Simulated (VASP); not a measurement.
# BeS (P6_3/mmc) in VASP: further runs

The runs below take BeS through single point, with PBE, LDA, r2SCAN.

All numbers are computed with VASP 6.6.1; they aren't measurements. Logs are shortened: lines on timing, memory, paths and dates and some standing lists are left out, and cuts for length are marked.

## 1. The cell of the first run

Symmetry: P6_3/mmc, No. 194, hexagonal system. Conventional cell: a = 3.300 Å, b = 3.300 Å, c = 5.255 Å, α = 90.00°, β = 90.00°, γ = 120.00°. Within 3.1 Å of Be (site symmetry -3m) lie 6 S at 2.31 Å and 2 Be at 2.63 Å. Within 3.1 Å of S (site symmetry -6m2) lie 6 Be at 2.31 Å.

## 2. Single point, PBE

INCAR

```
PREC = Accurate
ENCUT = 520
EDIFF = 1E-6
ISMEAR = 0
SIGMA = 0.01
LREAL = False
LASPH = True
NELM = 100
ALGO = Normal
ISIF = 2
LWAVE = False
LCHARG = False
GGA = PE
NBANDS = 16
```

KPOINTS

```
Automatic mesh
0
Gamma
  6 6 4
```

POSCAR

```
BeS
1.0
    3.3002359551      0.0000000000      0.0000000000
   -1.6501179775      2.8580881756      0.0000000000
    0.0000000000      0.0000000000      5.2552221010
Be S
2 2
Direct
    0.0000000000      0.0000000000      0.0000000000
    0.0000000000      0.0000000000      0.5000000000
    0.3333333333      0.6666666667      0.2500000000
    0.6666666667      0.3333333333      0.7500000000
```

Potentials or basis: VASP PAW PBE potentials, release 64 (Be, S).

The run is started by

```
$ cat potpaw_PBE.64/Be/POTCAR potpaw_PBE.64/S/POTCAR > POTCAR
$ mpirun -np 1 vasp_std > vasp.out
```

OUTCAR:

```text
PREC = Accurate
   ENCUT = 520
   EDIFF = 1E-6
   ISMEAR = 0
   LREAL = False
   LASPH = True
   NELM = 100
   ISIF = 2
   GGA = PE

 ion  position               nearest neighbor table
   1  0.000  0.000  0.000-   3 2.31   4 2.31   3 2.31   4 2.31   4 2.31   3 2.31
   2  0.000  0.000  0.500-   3 2.31   4 2.31   3 2.31   4 2.31   4 2.31   3 2.31
   3  0.333  0.667  0.250-   1 2.31   2 2.31   1 2.31   2 2.31   1 2.31   2 2.31
   4  0.667  0.333  0.750-   1 2.31   2 2.31   1 2.31   2 2.31   1 2.31   2 2.31

  LATTYP: Found a hexagonal cell.
 ALAT       =     3.3002359551
 C/A-ratio  =     1.5923776883

  Lattice vectors:

 A1 = (   3.3002359551,   0.0000000000,   0.0000000000)
 A2 = (  -1.6501179775,   2.8580881756,   0.0000000000)
 A3 = (   0.0000000000,   0.0000000000,   5.2552221010)

Analysis of symmetry for initial positions (statically):
=====================================================================
 Subroutine PRICEL returns:
 Original cell was already a primitive cell.

 Routine SETGRP: Setting up the symmetry group for a
 hexagonal supercell.

 Subroutine GETGRP returns: Found 24 space group operations
 (whereof 12 operations were pure point group operations)
 out of a pool of 24 trial point group operations.

The static configuration has the point symmetry D_3d.
 The point group associated with its full space group is D_6h.

Analysis of symmetry for dynamics (positions and initial velocities):
=====================================================================
 Subroutine PRICEL returns:
 Original cell was already a primitive cell.

 Routine SETGRP: Setting up the symmetry group for a
 hexagonal supercell.

 Subroutine GETGRP returns: Found 24 space group operations
 (whereof 12 operations were pure point group operations)
 out of a pool of 24 trial point group operations.

The dynamic configuration has the point symmetry D_3d.
 The point group associated with its full space group is D_6h.

 Subroutine INISYM returns: Found 24 space group operations
 (whereof 12 operations are pure point group operations),
 and found     1 'primitive' translations

----------------------------------------------------------------------------------------

                                     Primitive cell

  volume of cell :      49.5692

  direct lattice vectors                    reciprocal lattice vectors
     3.300235955  0.000000000  0.000000000     0.303008637  0.174942118  0.000000000
    -1.650117978  2.858088176  0.000000000     0.000000000  0.349884237  0.000000000
     0.000000000  0.000000000  5.255222101     0.000000000  0.000000000  0.190286915

  length of vectors
     3.300235955  3.300235955  5.255222101     0.349884237  0.349884237  0.190286915

  position of ions in fractional coordinates (direct lattice)
     0.000000000  0.000000000  0.000000000
     0.000000000  0.000000000  0.500000000
     0.333333333  0.666666667  0.250000000
     0.666666667  0.333333333  0.750000000

  ion indices of the primitive-cell ions
   primitive index   ion index
                 1           1
                 2           2
                 3           3
                 4           4

----------------------------------------------------------------------------------------

 KPOINTS: Automatic mesh

Automatic generation of k-mesh.
 Grid dimensions read from file:
 generate k-points for:    6    6    4

 Generating k-lattice:

  Cartesian coordinates                     Fractional coordinates (reciprocal lattice)
     0.050501440  0.029157020  0.000000000     0.166666667 -0.000000000  0.000000000
     0.000000000  0.058314039  0.000000000     0.000000000  0.166666667  0.000000000
     0.000000000  0.000000000  0.047571729     0.000000000  0.000000000  0.250000000

  Length of vectors
     0.058314039  0.058314039  0.047571729

  Shift w.r.t. Gamma in fractional coordinates (k-lattice)
     0.000000000  0.000000000  0.000000000

 Subroutine IBZKPT returns following result:
 ===========================================

 Found     21 irreducible k-points:

 Following reciprocal coordinates:
            Coordinates               Weight
  0.000000  0.000000  0.000000      1.000000
  0.166667 -0.000000  0.000000      6.000000
  0.333333 -0.000000  0.000000      6.000000
  0.500000 -0.000000  0.000000      3.000000
  0.166667  0.166667  0.000000      6.000000
  0.333333  0.166667  0.000000     12.000000
[... 13 lines left out ...]
  0.333333  0.166667  0.500000     12.000000
  0.333333  0.333333  0.500000      2.000000
   k-points           NKPTS =     21   k-points in BZ     NKDIM =     21   number of bands    NBANDS=     16
   number of dos      NEDOS =    301   number of ions     NIONS =      4
   total plane-waves  NPLWV =  31360
   dimension x,y,z NGX =    28 NGY =   28 NGZ =   40
   dimension x,y,z NGXF=    56 NGYF=   56 NGZF=   80
   ions per type =               2   2
   NGX,Y,Z   is equivalent  to a cutoff of  14.10, 14.10, 12.65 a.u.
   NGXF,Y,Z  is equivalent  to a cutoff of  28.21, 28.21, 25.31 a.u.
 SYSTEM =  unknown system
   PREC   = accura    normal or accurate (medium, high low for compatibility)
   ISTART =      0    job   : 0-new  1-cont  2-samecut
   ICHARG =      2    charge: 1-file 2-atom 10-const
   ISPIN  =      1    spin polarized calculation?
   LNONCOLLINEAR =      F non collinear calculations
   LSORBIT =      F    spin-orbit coupling
   LASPH  =      T    aspherical Exc in radial PAW
   ENCUT  =  520.0 eV  38.22 Ry    6.18 a.u.   6.14  6.14  9.77*2*pi/ulx,y,z
   NELM   =    100;   NELMIN=  2; NELMDL= -5     # of ELM steps
   EDIFF  = 0.1E-05   stopping-criterion for ELM
   LREAL  =      F    real-space projection
   EDIFFG = 0.1E-04   stopping-criterion for IOM
   NSW    =      0    number of steps for IOM
   IBRION =     -1    ionic relax: 0-MD 1-quasi-New 2-CG
   NFREE  =      0    steps in history (QN), initial steepest desc. (CG)
   ISIF   =      2    stress and relaxation
   ISYM   =      2    0-nonsym 1-usesym 2-fastsym
   POTIM  = 0.5000    time-step for ionic-motion
   TEBEG  =    0.0;   TEEND  =   0.0 temperature during run
   PSTRESS=    0.0 pullay stress
   NELECT =      16.0000    total number of electrons
   NUPDOWN=      -1.0000    fix difference up-down
   EMIN   =  10.00;   EMAX   =-10.00  energy-range for DOS
   EFERMI =   0.00;   METHOD = LEGACY
   ISMEAR =     0;   SIGMA  =   0.01  broadening in eV -4-tet -1-fermi 0-gaus
   EFERMI_NEDOS =   21; number of points for ismear=-14 and -15
   IALGO  =     38    algorithm
   IMIX   =      4    mixing-type and parameters
     AMIX     =   0.40;   BMIX     =  1.00
     AMIX_MAG =   1.60;   BMIX_MAG =  1.00
  volume/ion in A,a.u.               =      12.39        83.63
  Fermi-wavevector in a.u.,A,eV,Ry     =   1.122994  2.122152 17.158531  1.261116
  Thomas-Fermi vector in A             =   2.259658
   LORBIT       =      0    0 simple, 1 ext, 2 COOP (PROOUT), +10 PAW based schemes
   GGA     = PE    functional components
   LHFCALC =     F    Hartree Fock is set to
   AEXX    =    0.0000 exact exchange contribution
   IVDW    =     0    specifies the selected vdW correction
   LEPSILON=     F    determine dielectric tensor
   LRPA    =     F    only Hartree local field effects (RPA)
 non-spin polarized calculation
 Gauss-broadening in eV      SIGMA  =   0.01
  energy-cutoff  :      520.00
  volume of cell :       49.57
 maximum number of plane-waves:      1347
 NGX is ok and might be reduce to    28
   NGX = 13   NGY = 13   NGZ = 19

 number of electron      16.0000002 magnetization

 Free energy of the ion-electron system (eV)
  ---------------------------------------------------
  ext. energy  EPLUGINS =         0.00000000
  ---------------------------------------------------
  free energy    TOTEN  =       -17.95518226 eV

  energy without entropy =      -17.95518226  energy(sigma->0) =      -17.95518226

 E-fermi :   6.7978     XC(G=0): -10.6024

 val. band max:        6.7063263844   @ k =   0.0000   0.0000   0.0000
 cond. band min:       8.1704567843   @ k =   0.3333   0.3333   0.0000
 fundamental gap:      1.4641303999
 Fermi energy:         6.7977520016

 k-point     1 :       0.0000    0.0000    0.0000
  band No.  band energies     occupation
      1      -8.5026      2.00000
      2      -6.1430      2.00000
      3      -0.4974      2.00000
      4       5.9205      2.00000
      5       5.9205      2.00000
      6       5.9543      2.00000
[... 8 lines left out ...]
     15      15.1711      0.00000
     16      16.1594      0.00000

 k-point     2 :       0.1667   -0.0000    0.0000
  band No.  band energies     occupation
      1      -8.1472      2.00000
      2      -5.8713      2.00000
      3      -0.1468      2.00000
      4       3.3747      2.00000
      5       4.6731      2.00000
      6       4.8247      2.00000
[... 8 lines left out ...]
     15      14.7852      0.00000
     16      15.8563      0.00000

 k-point     3 :       0.3333   -0.0000    0.0000
  band No.  band energies     occupation
      1      -7.1783      2.00000
      2      -5.3348      2.00000
      3       0.7753      2.00000
      4       0.8430      2.00000
      5       2.3205      2.00000
      6       3.6472      2.00000
[... 8 lines left out ...]
     15      16.0547      0.00000
     16      17.0418      0.00000

 k-point     4 :       0.5000   -0.0000    0.0000
  band No.  band energies     occupation
      1      -6.3039      2.00000
      2      -5.3197      2.00000
      3       0.0441      2.00000
      4       0.8233      2.00000
      5       1.7905      2.00000
      6       3.2756      2.00000
[... 8 lines left out ...]
     15      17.8895      0.00000
     16      18.2022      0.00000

 k-point     5 :       0.1667    0.1667    0.0000
  band No.  band energies     occupation
      1      -7.4773      2.00000
      2      -5.4514      2.00000
      3       0.5336      2.00000
      4       1.9695      2.00000
      5       2.0653      2.00000
      6       4.8080      2.00000
[... 8 lines left out ...]
     15      16.2584      0.00000
     16      16.8966      0.00000

 k-point     6 :       0.3333    0.1667    0.0000
  band No.  band energies     occupation
      1      -6.3962      2.00000
      2      -5.2193      2.00000
      3       0.2604      2.00000
      4       1.2289      2.00000
      5       1.7263      2.00000
      6       2.8346      2.00000
[... 8 lines left out ...]
     15      16.0290      0.00000
     16      17.2725      0.00000
[... 210 lines left out ...]
 k-point    18 :       0.5000   -0.0000    0.5000
  band No.  band energies     occupation
      1      -5.7868      2.00000
      2      -5.7868      2.00000
      3      -0.4189      2.00000
      4      -0.4189      2.00000
      5       4.2982      2.00000
      6       4.2982      2.00000
[... 8 lines left out ...]
     15      16.6999      0.00000
     16      16.6999      0.00000

 k-point    19 :       0.1667    0.1667    0.5000
  band No.  band energies     occupation
      1      -6.6516      2.00000
      2      -6.6516      2.00000
      3       1.7607      2.00000
      4       1.7607      2.00000
      5       3.2614      2.00000
      6       3.2614      2.00000
[... 8 lines left out ...]
     15      15.7852      0.00000
     16      15.7852      0.00000

 k-point    20 :       0.3333    0.1667    0.5000
  band No.  band energies     occupation
      1      -5.8214      2.00000
      2      -5.8214      2.00000
      3       0.1569      2.00000
      4       0.1569      2.00000
      5       2.4541      2.00000
      6       2.4541      2.00000
[... 8 lines left out ...]
     15      16.9328      0.00000
     16      16.9328      0.00000

 k-point    21 :       0.3333    0.3333    0.5000
  band No.  band energies     occupation
      1      -5.4816      2.00000
      2      -5.4816      2.00000
      3       0.6656      2.00000
      4       0.6656      2.00000
      5       0.6892      2.00000
      6       0.6892      2.00000
[... 8 lines left out ...]
     15      17.1109      0.00000
     16      17.1109      0.00000

------------------------ aborting loop because EDIFF is reached ----------------------------------------

  FORCE on cell =-STRESS in cart. coord.  units (eV):
  Direction    XX          YY          ZZ          XY          YZ          ZX
  --------------------------------------------------------------------------------------
  -------------------------------------------------------------------------------------
  Total        0.0037350      0.0037350     -0.1671571      0.0000000      0.0000000      0.0000000
  in kB        0.1207229      0.1207229     -5.4028587      0.0000000      0.0000000      0.0000000
  external PRESSURE =      -1.7204709 kB  Pullay stress =       0.0000000 kB

 VOLUME and BASIS-vectors are now :
 -----------------------------------------------------------------------------
  energy-cutoff  :      520.00
  volume of cell :       49.57
      direct lattice vectors                 reciprocal lattice vectors
     3.300235955  0.000000000  0.000000000     0.303008637  0.174942118  0.000000000
    -1.650117978  2.858088176  0.000000000     0.000000000  0.349884237  0.000000000
     0.000000000  0.000000000  5.255222101     0.000000000  0.000000000  0.190286915

 POSITION                                       TOTAL-FORCE (eV/Angst)
 -----------------------------------------------------------------------------------
      0.00000      0.00000      0.00000         0.000000      0.000000     -0.000000
      0.00000      0.00000      2.62761         0.000000      0.000000     -0.000000
     -0.00000      1.90539      1.31381         0.000000      0.000000     -0.000000
      1.65012      0.95270      3.94142        -0.000000     -0.000000      0.000000
 -----------------------------------------------------------------------------------
    total drift:                                0.000000     -0.000000     -0.000000

  FREE ENERGIE OF THE ION-ELECTRON SYSTEM (eV)
  ---------------------------------------------------
  free  energy   TOTEN  =       -17.9551822554 eV

  energy  without entropy=      -17.9551822554  energy(sigma->0) =      -17.95518226
```

Run time: 32 s. Hardware: 1 thread of Intel Xeon 6975P-C, shared host; peak memory 0.14 GiB.

What came out:

```yaml
Free_energy: -17.9552 eV
Pressure: -0.2 GPa
Band_gap_on_the_k_mesh: 1.46 eV, indirect (least direct gap 3.46 eV)
```

Stress tensor (GPa, compression positive):
```
 0.01  0.00  0.00
 0.00  0.01  0.00
 0.00  0.00 -0.54
```

A k mesh can miss the band edges. Expect the measured gap to be larger: semilocal functionals such as PBE lack the derivative discontinuity.

## 3. Single point, LDA

INCAR

```
PREC = Accurate
ENCUT = 520
EDIFF = 1E-7
ISMEAR = 0
SIGMA = 0.01
LREAL = False
LASPH = True
NELM = 80
ALGO = Normal
ISIF = 2
LWAVE = False
LCHARG = False
NBANDS = 16
```

KPOINTS

```
regular mesh
0
Gamma
  6 6 4
```

POSCAR is that of step 2.

Potentials or basis: VASP PAW LDA potentials, release 64 (Be, S).

The run is started by

```
$ cat potpaw_LDA.64/Be/POTCAR potpaw_LDA.64/S/POTCAR > POTCAR
$ mpirun -np 1 vasp_std > vasp.out
```

It took 29 s on 1 thread of Intel Xeon 6975P-C, shared host; peak memory 0.12 GiB.

The run converged. Its results:

* Free energy: -20.3693 eV
* Pressure: -5.3 GPa
* Band gap on the k mesh: 1.45 eV, indirect (least direct gap 3.34 eV)

Stress tensor (GPa, compression positive):
```
-5.18  0.00  0.00
 0.00 -5.18  0.00
 0.00  0.00 -5.53
```

Levels at points of the mesh, in eV from the valence-band top:
```csv
k point,band 4,band 5,band 6,band 7,band 8,band 9,band 10,band 11,band 12,band 13
"(0.00, 0.00, 0.00)",-0.80,-0.80,-0.74,-0.74,0.00,3.34,4.74,5.67,5.67,6.37
"(0.50, 0.00, 0.00)",-5.92,-4.95,-3.45,-2.68,-0.62,3.04,3.71,3.81,3.92,7.37
"(0.00, 0.00, 0.50)",-3.97,-0.69,-0.69,-0.69,-0.69,4.24,4.24,5.09,5.09,5.09
"(0.50, 0.00, 0.50)",-7.15,-2.42,-2.42,-2.25,-2.25,3.08,3.08,4.36,4.36,7.40
```

A k mesh can miss the band edges.

## 4. Single point, r2SCAN

POSCAR is that of step 3.

INCAR.step1

```
SYSTEM = BeS
PREC = Accurate
ENCUT = 520
ISMEAR = 0
SIGMA = 0.01
LREAL = .FALSE.
LASPH = .TRUE.
NELM = 80
NBANDS = 16
GGA = PE
ALGO = Normal
EDIFF = 1E-4
LWAVE = .TRUE.
LCHARG = .FALSE.
```

INCAR.step2

```
SYSTEM = BeS
PREC = Accurate
ENCUT = 520
EDIFF = 1E-7
ISMEAR = 0
SIGMA = 0.01
LREAL = .FALSE.
LASPH = .TRUE.
NELM = 80
ALGO = Normal
ISIF = 2
LWAVE = .FALSE.
LCHARG = .FALSE.
METAGGA = R2SCAN
LMIXTAU = .TRUE.
NBANDS = 16
ISTART = 1
```

KPOINTS

```
Automatic mesh
0
G
  6 6 4
  0 0 0
```

Potentials or basis: VASP PAW PBE potentials, release 64 (Be, S).

The run is started by

```
$ cat potpaw_PBE.64/Be/POTCAR potpaw_PBE.64/S/POTCAR > POTCAR
$ cp INCAR.step1 INCAR
$ mpirun -np 1 vasp_std > vasp.out
$ cp INCAR.step2 INCAR
$ mpirun -np 1 vasp_std > vasp.out
```

It took 3.7 min on 1 thread of Intel Xeon 6975P-C, shared host; peak memory 0.15 GiB.

The run converged. Its results:

- Free energy: -27.2735 eV
- Pressure: -0.1 GPa
- Band gap on the k mesh: 1.81 eV, indirect (least direct gap 4.04 eV)

Stress tensor (GPa, compression positive):
```
 0.01  0.00  0.00
 0.00  0.01  0.00
 0.00  0.00 -0.20
```

Levels at points of the mesh, in eV from the valence-band top:
| k point | band 6 | band 7 | band 8 | band 9 | band 10 | band 11 |
| --- | --- | --- | --- | --- | --- | --- |
| (0.00, 0.00, 0.00) | -0.79 | -0.79 | 0.00 | 4.04 | 5.54 | 6.34 |
| (0.50, 0.00, 0.00) | -3.55 | -2.75 | -0.69 | 3.53 | 4.33 | 4.42 |
| (0.00, 0.00, 0.50) | -0.73 | -0.73 | -0.73 | 4.95 | 4.95 | 5.76 |
| (0.50, 0.00, 0.50) | -2.49 | -2.33 | -2.33 | 3.62 | 3.62 | 4.92 |

Caveat: the PAW data sets were made with another functional, which shifts forces and pressure a little. A k mesh can miss the band edges.

## 5. The runs side by side

| level | potentials or basis | gap on the mesh (eV) | pressure (GPa) |
| --- | --- | --- | --- |
| PBE | VASP PAW PBE potentials, release 64 (Be, S) | 1.46 | -0.2 |
| LDA | VASP PAW LDA potentials, release 64 (Be, S) | 1.45 | -5.3 |
| r2SCAN | VASP PAW PBE potentials, release 64 (Be, S) | 1.81 | -0.1 |

Alike in all rows: task single point; no spin polarisation; cell as given; k mesh 6 × 6 × 4; cutoff (eV) 520; smearing gaussian 0.01 eV.

Caveats: the PAW data sets were made with another functional, which shifts forces and pressure a little (some runs).

Absolute energies hang on the potentials; compare differences alone.
